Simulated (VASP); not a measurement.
# B (P6_3/mmc) in VASP: further runs

B is run at these levels: PBEsol; tasks: single point.

Everything below comes from runs of VASP 6.6.1. Logs are shortened: lines on timing, memory, paths and dates and some standing lists are left out, and cuts for length are marked.

## Step 1: The cell of the first run

The structure is hexagonal, space group P6_3/mmc (No. 194). The conventional cell has a = 1.744 Å, b = 1.744 Å, c = 3.375 Å, α = 90.00°, β = 90.00°, γ = 120.00°. Within 2.3 Å of B (site symmetry -6m2) lie 12 B at 1.74 to 1.97 Å.

## Step 2: Single point, PBEsol (volume scaled by 0.5)

Contents of INCAR:

```
ALGO     = Normal         # electronic algorithm
EDIFF    = 1E-6           # SCF threshold, eV
ENCUT    = 520            # plane-wave cutoff, eV
GGA      = PS             # functional
ISIF     = 2              # what is computed and relaxed
ISMEAR   = -1             # smearing method
LASPH    = True           # aspherical terms in the spheres
LCHARG   = False          # write CHGCAR
LREAL    = False          # projectors in reciprocal space
LWAVE    = False          # write WAVECAR
NBANDS   = 10             # bands
NELM     = 100            # most SCF steps
PREC     = Accurate       # precision mode
SIGMA    = 0.08           # smearing width, eV
```

Contents of KPOINTS:

```
k-points
0
Gamma
  21 21 11
```

Contents of POSCAR:

```
B
1.0
    1.7435548161      0.0000000000      0.0000000000
   -0.8717774080      1.5099627636      0.0000000000
    0.0000000000      0.0000000000      3.3753532361
B
2
Direct
    0.3333333333      0.6666666667      0.2500000000
    0.6666666667      0.3333333333      0.7500000000
```

Potentials or basis: VASP PAW PBE potentials, release 64 (B).

Started as:

```
> cat potpaw_PBE.64/B/POTCAR > POTCAR
> mpirun -np 1 vasp_std > vasp.out
```

OUTCAR:

```text
EDIFF = 1E-6
   ENCUT = 520
   GGA = PS
   ISIF = 2
   ISMEAR = -1
   LASPH = True
   LREAL = False
   NELM = 100
   PREC = Accurate

 ion  position               nearest neighbor table
   1  0.333  0.667  0.250-   2 1.97   2 1.97   2 1.97   2 1.97   2 1.97   2 1.97
   2  0.667  0.333  0.750-   1 1.97   1 1.97   1 1.97   1 1.97   1 1.97   1 1.97

  LATTYP: Found a hexagonal cell.
 ALAT       =     1.7435548161
 C/A-ratio  =     1.9359031359

  Lattice vectors:

 A1 = (   1.7435548161,   0.0000000000,   0.0000000000)
 A2 = (  -0.8717774080,   1.5099627636,   0.0000000000)
 A3 = (   0.0000000000,   0.0000000000,   3.3753532361)

Analysis of symmetry for initial positions (statically):
=====================================================================
 Subroutine PRICEL returns:
 Original cell was already a primitive cell.

 Routine SETGRP: Setting up the symmetry group for a
 hexagonal supercell.

 Subroutine GETGRP returns: Found 24 space group operations
 (whereof 12 operations were pure point group operations)
 out of a pool of 24 trial point group operations.

The static configuration has the point symmetry D_3d.
 The point group associated with its full space group is D_6h.

Analysis of symmetry for dynamics (positions and initial velocities):
=====================================================================
 Subroutine PRICEL returns:
 Original cell was already a primitive cell.

 Routine SETGRP: Setting up the symmetry group for a
 hexagonal supercell.

 Subroutine GETGRP returns: Found 24 space group operations
 (whereof 12 operations were pure point group operations)
 out of a pool of 24 trial point group operations.

The dynamic configuration has the point symmetry D_3d.
 The point group associated with its full space group is D_6h.

 Subroutine INISYM returns: Found 24 space group operations
 (whereof 12 operations are pure point group operations),
 and found     1 'primitive' translations

----------------------------------------------------------------------------------------

                                     Primitive cell

  volume of cell :       8.8863

  direct lattice vectors                    reciprocal lattice vectors
     1.743554816  0.000000000  0.000000000     0.573540901  0.331133994  0.000000000
    -0.871777408  1.509962764  0.000000000     0.000000000  0.662267987  0.000000000
     0.000000000  0.000000000  3.375353236     0.000000000  0.000000000  0.296265288

  length of vectors
     1.743554816  1.743554816  3.375353236     0.662267987  0.662267987  0.296265288

  position of ions in fractional coordinates (direct lattice)
[... 83 lines left out ...]
   IBRION =     -1    ionic relax: 0-MD 1-quasi-New 2-CG
   NFREE  =      0    steps in history (QN), initial steepest desc. (CG)
   ISIF   =      2    stress and relaxation
   ISYM   =      2    0-nonsym 1-usesym 2-fastsym
   POTIM  = 0.5000    time-step for ionic-motion
   TEBEG  =    0.0;   TEEND  =   0.0 temperature during run
   PSTRESS=    0.0 pullay stress
   NELECT =       6.0000    total number of electrons
   NUPDOWN=      -1.0000    fix difference up-down
   EMIN   =  10.00;   EMAX   =-10.00  energy-range for DOS
   EFERMI =   0.00;   METHOD = LEGACY
   ISMEAR =    -1;   SIGMA  =   0.08  broadening in eV -4-tet -1-fermi 0-gaus
   EFERMI_NEDOS =   21; number of points for ismear=-14 and -15
   IALGO  =     38    algorithm
   IMIX   =      4    mixing-type and parameters
     AMIX     =   0.40;   BMIX     =  1.00
     AMIX_MAG =   1.60;   BMIX_MAG =  1.00
  volume/ion in A,a.u.               =       4.44        29.98
  Fermi-wavevector in a.u.,A,eV,Ry     =   1.436211  2.714045 28.064762  2.062702
  Thomas-Fermi vector in A             =   2.555424
   LORBIT       =      0    0 simple, 1 ext, 2 COOP (PROOUT), +10 PAW based schemes
   GGA     = PS    functional components
   LHFCALC =     F    Hartree Fock is set to
   AEXX    =    0.0000 exact exchange contribution
   IVDW    =     0    specifies the selected vdW correction
   LEPSILON=     F    determine dielectric tensor
   LRPA    =     F    only Hartree local field effects (RPA)
 non-spin polarized calculation
  energy-cutoff  :      520.00
  volume of cell :        8.89
 maximum number of plane-waves:       253
 NGX is ok and might be reduce to    14
   NGX =  7   NGY =  7   NGZ = 13

 number of electron       6.0000000 magnetization

 Free energy of the ion-electron system (eV)
  ---------------------------------------------------
  ext. energy  EPLUGINS =         0.00000000
  ---------------------------------------------------
  free energy    TOTEN  =       -10.32259301 eV

  energy without entropy =      -10.31455427  energy(sigma->0) =      -10.31857364

 E-fermi :  14.0747     XC(G=0): -14.2427

 val. band max:       14.0637974652   @ k =   0.0000   0.0000   0.4545
 cond. band min:      14.1058124159   @ k =   0.3810   0.1429   0.2727
 fundamental gap:      0.0420149508
 Fermi energy:        14.0747175846

 k-point     1 :       0.0000    0.0000    0.0000
  band No.  band energies     occupation
      1      -8.4595      2.00000
      2      -0.0302      2.00000
      3       4.3265      2.00000
      4      27.8594      0.00000
      5      35.5130      0.00000
      6      35.5130      0.00000
      7      37.6991      0.00000
      8      37.6991      0.00000
      9      42.2828      0.00000
     10      55.6066      0.00000
[... 287 lines left out ...]
 k-point    24 :       0.1905    0.0952    0.0000
  band No.  band energies     occupation
      1      -5.3711      2.00000
      2       3.9747      2.00000
      3       5.9888      2.00000
      4      23.3871      0.00000
      5      26.9304      0.00000
      6      28.8264      0.00000
      7      30.6355      0.00000
      8      32.9425      0.00000
      9      42.1265      0.00000
     10      45.9771      0.00000

 [... further k-points ...]
[... 5 lines left out ...]
  --------------------------------------------------------------------------------------
  -------------------------------------------------------------------------------------
  Total        7.5612289      7.5612289      7.5121988      0.0000000     -0.0000000      0.0000000
  in kB     1363.2700518   1363.2700517   1354.4300579      0.0000000     -0.0000000      0.0000000
  external PRESSURE =    1360.3233871 kB  Pullay stress =       0.0000000 kB

 VOLUME and BASIS-vectors are now :
 -----------------------------------------------------------------------------
  energy-cutoff  :      520.00
  volume of cell :        8.89
      direct lattice vectors                 reciprocal lattice vectors
     1.743554816  0.000000000  0.000000000     0.573540901  0.331133994  0.000000000
    -0.871777408  1.509962764  0.000000000     0.000000000  0.662267987  0.000000000
     0.000000000  0.000000000  3.375353236     0.000000000  0.000000000  0.296265288

 POSITION                                       TOTAL-FORCE (eV/Angst)
 -----------------------------------------------------------------------------------
     -0.00000      1.00664      0.84384        -0.000000      0.000000      0.000000
      0.87178      0.50332      2.53151         0.000000     -0.000000      0.000000
 -----------------------------------------------------------------------------------
    total drift:                               -0.000000      0.000000      0.000000

  FREE ENERGIE OF THE ION-ELECTRON SYSTEM (eV)
  ---------------------------------------------------
  free  energy   TOTEN  =       -10.3225930117 eV

  energy  without entropy=      -10.3145542702  energy(sigma->0) =      -10.31857364
```

OSZICAR:

```text
N       E                     dE             d eps       ncg     rms          rms(c)
DAV:   1     0.288118045656E+01    0.28812E+01   -0.33238E+03  5960   0.561E+02
DAV:   2    -0.102617471728E+02   -0.13143E+02   -0.12614E+02  7494   0.105E+02
DAV:   3    -0.104144694077E+02   -0.15272E+00   -0.14888E+00  6690   0.830E+00
DAV:   4    -0.104145666559E+02   -0.97248E-04   -0.97246E-04  6316   0.191E-01
DAV:   5    -0.104145666634E+02   -0.75230E-08   -0.89089E-08  6474   0.236E-03    0.396E+00
DAV:   6    -0.103510304668E+02    0.63536E-01   -0.17987E-02  6188   0.794E-01    0.236E+00
DAV:   7    -0.103226742254E+02    0.28356E-01   -0.29812E-02  6108   0.102E+00    0.152E-01
DAV:   8    -0.103225945953E+02    0.79630E-04   -0.33766E-04  6372   0.158E-01    0.178E-02
DAV:   9    -0.103225929354E+02    0.16599E-05   -0.19976E-06  6214   0.101E-02    0.345E-03
DAV:  10    -0.103225930117E+02   -0.76330E-07   -0.27548E-08  3332   0.138E-03
   1 F= -.10322593E+02 E0= -.10318574E+02  d E =-.803874E-02
```

stdout:

```text
POSCAR found type information on POSCAR B
 POSCAR found :  1 types and       2 ions
 scaLAPACK will be used
 -----------------------------------------------------------------------------
|                                                                             |
|                                                                             |
|     You enforced a specific xc type in the INCAR file but a different       |
|     I HOPE YOU KNOW WHAT YOU ARE DOING!                                     |
|                                                                             |
 -----------------------------------------------------------------------------

 LDA part: xc-table for (Slater+PW92), standard interpolation
 POSCAR, INCAR and KPOINTS ok, starting setup
 FFT: planning ... GRIDC
 FFT: planning ... GRID_SOFT
 FFT: planning ... GRID
 WAVECAR not read
 entering main loop
```

It took 22 s on 1 thread of Intel Xeon 8259CL, shared host; peak memory 0.13 GiB.

What came out:

```yaml
Free_energy: -10.3226 eV
Pressure: 136.0 GPa
Band_gap_on_the_k_mesh: zero (band 3 reaches 17.65 eV, above the bottom of band 4 at 9.85 eV)
```

Stress tensor (GPa, compression positive):
```
136.33   0.00   0.00
  0.00 136.33   0.00
  0.00   0.00 135.44
```

Caveat: the PAW data sets were made with another functional, which shifts forces and pressure a little.

(Continued in part 2 of 2.)
